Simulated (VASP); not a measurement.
Runs of VASP 6.6.1 on CdHg3S4. The structure is that of space group P3m1 (No. 156), or close to it. The cells are those of the table. 

| task | cell | k mesh | cutoff (eV) | gap on the mesh (eV) | pressure (GPa) | largest force (eV/Å) |
| --- | --- | --- | --- | --- | --- | --- |
| single point | a = 4.230, b = 4.230, c = 13.793 Å, angles 90.0, 90.0, 120.0°, 8 atoms | 6 × 6 × 2 | 520 | none | 0.2 | 0.01 |
| relaxation of cell and atoms | relaxed from a = 4.138, b = 4.138, c = 13.458 Å, angles 90.0, 90.0, 120.0°, 8 atoms | 6 × 6 × 2 | 600 | none | 0.1 | 0.03 |
| single point | a = 4.229, b = 4.229, c = 13.784 Å, angles 90.0, 90.0, 120.0°, 8 atoms | 12 × 12 × 4 | 520 | none | (a) | - |
| single point | a = 4.138, b = 4.138, c = 13.458 Å, angles 90.0, 90.0, 120.0°, 8 atoms | 6 × 6 × 2 | 520 | none | 4.4 | (b) |

Alike in all rows: level PBE; potentials or basis VASP PAW PBE potentials, release 64 (Cd, Hg, S); no spin polarisation; smearing gaussian 0.1 eV.

Problem. Fill in the values left out.

Solution. (a) 0.3; (b) 0.19.

Caveats: spin-orbit coupling is left out, which moves the levels of the heavy elements.

A k mesh can miss the band edges, and the runs leave out spin-orbit coupling on Cd, Hg.

A gap of «none» marks levels without a gap at the run's occupations.
